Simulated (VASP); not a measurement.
A run of VASP 6.6.1 is set up as follows.

File INCAR:

```
SYSTEM = SiC
PREC = Accurate
ENCUT = 520
EDIFF = 1E-6
ISMEAR = 0
SIGMA = 0.02
LREAL = .FALSE.
LASPH = .TRUE.
NELM = 100
ALGO = Normal
ISIF = 2
LWAVE = .FALSE.
LCHARG = .TRUE.
GGA = PE
LELF = .TRUE.
LVHAR = .TRUE.
NBANDS = 26
```

KPOINTS

```
regular mesh
0
G
  12 12 4
  0 0 0
```

The input POSCAR:

```
SiC
1.0
    3.0941203460      0.0000000000      0.0000000000
   -1.5470601730      2.6795868220      0.0000000000
    0.0000000000      0.0000000000     10.1293398395
Si C
4 4
Direct
    0.6666666667      0.3333333333      0.9378441869
    0.3333333333      0.6666666667      0.4378441869
    0.0000000000      0.0000000000      0.6878995585
    0.0000000000      0.0000000000      0.1878995585
    0.6666666667      0.3333333333      0.7498074513
    0.3333333333      0.6666666667      0.2498074513
    0.0000000000      0.0000000000      0.5004478032
    0.0000000000      0.0000000000      0.0004478032
```

Potentials or basis: VASP PAW PBE potentials, release 64 (Si, C).

The run is started by

```sh
$ cat potpaw_PBE.64/Si/POTCAR potpaw_PBE.64/C/POTCAR > POTCAR
$ mpirun -np 1 vasp_std > vasp.out
```

Predict the pressure.

0.0 GPa.

Estimate the band gap on the k mesh.

2.22 eV (least direct gap 3.34 eV).

A k mesh can miss the band edges.
